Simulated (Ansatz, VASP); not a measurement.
## One calculation of KTaO3, two programs

```
K Ta O
1.0
     3.94842    0.00000    0.00000
     0.00000    3.94842    0.00000
     0.00000    0.00000    3.98830
K Ta O
1 1 3
Cartesian
  1.9742 1.9742 1.9942
  0.0000 0.0000 0.0000
  1.9742 0.0000 0.0000
  0.0000 1.9742 0.0000
  0.0000 0.0000 1.9942
```

Change from the starting cell: equal xx and yy strain of -1 %.

Alike in both runs: task single point; functional PBE; k mesh 5 × 5 × 5; occupations fermi-dirac, width 0.01 eV; no spin polarisation.

|  | VASP | Ansatz |
| --- | --- | --- |
| version | VASP 6.6.1 | Ansatz 0.2.0 |
| potentials or method | VASP PAW PBE potentials, release 64 (K_sv, Ta_pv, O), cutoff 520 eV | all-electron LAPW, scalar-relativistic |

Ansatz gave:

* gap on the k mesh at the Fermi level (eV): 2.38
* pressure (GPa): 10.0
* traceless stress, the component that is largest in VASP (GPa): -2.71

Question: Estimate VASP's values.

Answer: gap on the k mesh at the Fermi level (eV): 2.32; pressure (GPa): 10.7; traceless stress, the component that is largest in VASP (GPa): -2.76.

Ansatz ran all-electron here, and VASP with PAW potentials.

Neither program's run includes spin-orbit coupling.
